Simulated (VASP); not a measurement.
# Bi (Im-3m) in VASP: notebook, part 2 of 2

VASP 6.6.1. Earlier steps stand in the parts before.

### 3 Density of states, PBE (volume scaled by 0.45)

Contents of POSCAR:

```
Bi
1.0
   -1.5275667774      1.5275667774      1.5275667774
    1.5275667774     -1.5275667774      1.5275667774
    1.5275667774      1.5275667774     -1.5275667774
Bi
1
Direct
    0.0000000000      0.0000000000      0.0000000000
```

Contents of INCAR.step1:

```
SYSTEM = Bi
PREC = Accurate
ENCUT = 520
EDIFF = 1E-6
ISMEAR = -1
SIGMA = 0.08
LREAL = .FALSE.
LASPH = .TRUE.
NELM = 60
ALGO = Normal
ISIF = 2
LWAVE = .FALSE.
LCHARG = .TRUE.
GGA = PE
NBANDS = 14
```

Contents of KPOINTS.step1:

```
Automatic mesh
0
G
  13 13 13
  0 0 0
```

Contents of INCAR.step2:

```
SYSTEM = Bi
PREC = Accurate
ENCUT = 520
EDIFF = 1E-6
ISMEAR = -5
SIGMA = 0.08
LREAL = .FALSE.
LASPH = .TRUE.
NELM = 60
ALGO = Normal
ISIF = 2
LWAVE = .FALSE.
LCHARG = .FALSE.
GGA = PE
LORBIT = 11
NEDOS = 2001
ICHARG = 11
```

Contents of KPOINTS.step2:

```
Automatic mesh
0
G
  20 20 20
  0 0 0
```

Potentials or basis: VASP PAW PBE potentials, release 64 (Bi_d).

Launch:

```console
> cat potpaw_PBE.64/Bi_d/POTCAR > POTCAR
> cp INCAR.step1 INCAR
> cp KPOINTS.step1 KPOINTS
> mpirun -np 1 vasp_std > vasp.out
> cp INCAR.step2 INCAR
> cp KPOINTS.step2 KPOINTS
> mpirun -np 1 vasp_std > vasp.out
```

OUTCAR:

```text
SYSTEM = Bi
   PREC = Accurate
   ENCUT = 520
   EDIFF = 1E-6
   ISMEAR = -5
   LREAL = .FALSE.
   LASPH = .TRUE.
   NELM = 60
   ISIF = 2
   GGA = PE
   LORBIT = 11
   ICHARG = 11

 ion  position               nearest neighbor table
   1  0.000  0.000  0.000-

  LATTYP: Found a body centered cubic cell.
 ALAT       =     3.0551335548

  Lattice vectors:

[... 522 lines left out ...]
------------------------ aborting loop because EDIFF is reached ----------------------------------------

  FORCE on cell =-STRESS in cart. coord.  units (eV):
  Direction    XX          YY          ZZ          XY          YZ          ZX
  --------------------------------------------------------------------------------------
  -------------------------------------------------------------------------------------
  Total       23.8888590     23.8888590     23.8888590      0.0000000      0.0000000      0.0000000
  in kB     2684.3885982   2684.3885982   2684.3885982      0.0000000      0.0000000      0.0000000
  external PRESSURE =    2684.3885982 kB  Pullay stress =       0.0000000 kB

 VOLUME and BASIS-vectors are now :
 -----------------------------------------------------------------------------
  energy-cutoff  :      520.00
  volume of cell :       14.26
      direct lattice vectors                 reciprocal lattice vectors
    -1.527566777  1.527566777  1.527566777     0.000000000  0.327317933  0.327317933
     1.527566777 -1.527566777  1.527566777     0.327317933  0.000000000  0.327317933
     1.527566777  1.527566777 -1.527566777     0.327317933  0.327317933  0.000000000

 POSITION                                       TOTAL-FORCE (eV/Angst)
 -----------------------------------------------------------------------------------
      0.00000      0.00000      0.00000         0.000000      0.000000      0.000000
 -----------------------------------------------------------------------------------
    total drift:                               -0.000000     -0.000000      0.000000

  FREE ENERGIE OF THE ION-ELECTRON SYSTEM (eV)
  ---------------------------------------------------
  free  energy   TOTEN  =         3.0839362865 eV

  energy  without entropy=        3.0839362865  energy(sigma->0) =        3.08393629

 total charge

# of ion       s       p       d       tot
------------------------------------------
    1        1.592   2.056  10.242  13.891
```

Run time: 72 s. Hardware: 1 thread of Intel Xeon 8259CL, shared host; peak memory 0.17 GiB.

Results:

* Valence electrons inside the program's atomic spheres: Bi 13.89

Caveat: the cell differs from its parent crystal (volume scaled by 0.45); spin-orbit coupling is left out, which moves the levels of the heavy elements; tetrahedron occupations give inexact forces and stress in metals.

### 4 Density of states, PBE

This run uses another cell than the first one, of 31.68 Å³/atom, 2.222 times its volume.

Contents of POSCAR:

```
Bi
1.0
   -1.9934072489      1.9934072489      1.9934072489
    1.9934072489     -1.9934072489      1.9934072489
    1.9934072489      1.9934072489     -1.9934072489
Bi
1
Direct
    0.0000000000      0.0000000000      0.0000000000
```

Contents of INCAR.step1:

```
SYSTEM = Bi
  ALGO = Normal
  EDIFF = 1E-6
  ENCUT = 520
  GGA = PE
  ISIF = 2
  ISMEAR = -1
  LASPH = .True.
  LCHARG = .True.
  LREAL = .False.
  LWAVE = .False.
  NBANDS = 14
  NELM = 100
  PREC = Accurate
  SIGMA = 0.08
```

Contents of KPOINTS.step1:

```
k-points
0
Gamma
  13 13 13
  0 0 0
```

Contents of INCAR.step2:

```
SYSTEM = Bi
  ALGO = Normal
  EDIFF = 1E-6
  ENCUT = 520
  GGA = PE
  ICHARG = 11
  ISIF = 2
  ISMEAR = -5
  LASPH = .True.
  LCHARG = .False.
  LORBIT = 11
  LREAL = .False.
  LWAVE = .False.
  NBANDS = 14
  NEDOS = 1001
  NELM = 100
  PREC = Accurate
  SIGMA = 0.08
```

Contents of KPOINTS.step2:

```
k-points
0
Gamma
  20 20 20
  0 0 0
```

Potentials or basis: VASP PAW PBE potentials, release 64 (Bi_d).

Launch:

```console
> cat potpaw_PBE.64/Bi_d/POTCAR > POTCAR
> cp INCAR.step1 INCAR
> cp KPOINTS.step1 KPOINTS
> mpirun -np 1 vasp_std > vasp.out
> cp INCAR.step2 INCAR
> cp KPOINTS.step2 KPOINTS
> mpirun -np 1 vasp_std > vasp.out
```

OUTCAR:

```text
SYSTEM = Bi
   EDIFF = 1E-6
   ENCUT = 520
   GGA = PE
   ICHARG = 11
   ISIF = 2
   ISMEAR = -5
   LASPH = .True.
   LORBIT = 11
   LREAL = .False.
   NELM = 100
   PREC = Accurate

 ion  position               nearest neighbor table
   1  0.000  0.000  0.000-

  LATTYP: Found a body centered cubic cell.
 ALAT       =     3.9868144978

  Lattice vectors:

[... 595 lines left out ...]
------------------------ aborting loop because EDIFF is reached ----------------------------------------

  FORCE on cell =-STRESS in cart. coord.  units (eV):
  Direction    XX          YY          ZZ          XY          YZ          ZX
  --------------------------------------------------------------------------------------
  -------------------------------------------------------------------------------------
  Total       -0.0888277     -0.0888277     -0.0888277      0.0000000     -0.0000000      0.0000000
  in kB       -4.4916999     -4.4916999     -4.4916999      0.0000000     -0.0000000      0.0000000
  external PRESSURE =      -4.4916999 kB  Pullay stress =       0.0000000 kB

 VOLUME and BASIS-vectors are now :
 -----------------------------------------------------------------------------
  energy-cutoff  :      520.00
  volume of cell :       31.68
      direct lattice vectors                 reciprocal lattice vectors
    -1.993407249  1.993407249  1.993407249     0.000000000  0.250826819  0.250826819
     1.993407249 -1.993407249  1.993407249     0.250826819  0.000000000  0.250826819
     1.993407249  1.993407249 -1.993407249     0.250826819  0.250826819  0.000000000

 POSITION                                       TOTAL-FORCE (eV/Angst)
 -----------------------------------------------------------------------------------
      0.00000      0.00000      0.00000         0.000000     -0.000000     -0.000000
 -----------------------------------------------------------------------------------
    total drift:                               -0.000000     -0.000000      0.000000

  FREE ENERGIE OF THE ION-ELECTRON SYSTEM (eV)
  ---------------------------------------------------
  free  energy   TOTEN  =        -3.7564341159 eV

  energy  without entropy=       -3.7564341159  energy(sigma->0) =       -3.75643412

 total charge

# of ion       s       p       d       tot
------------------------------------------
    1        1.556   1.251   9.917  12.724
```

Wall time 67 s (1 thread of Intel Xeon 6975P-C, shared host); peak memory 0.24 GiB.

What came out:

```
Valence electrons inside the program's atomic spheres : Bi 12.72
```

Caveat: spin-orbit coupling is left out, which moves the levels of the heavy elements; tetrahedron occupations give inexact forces and stress in metals.
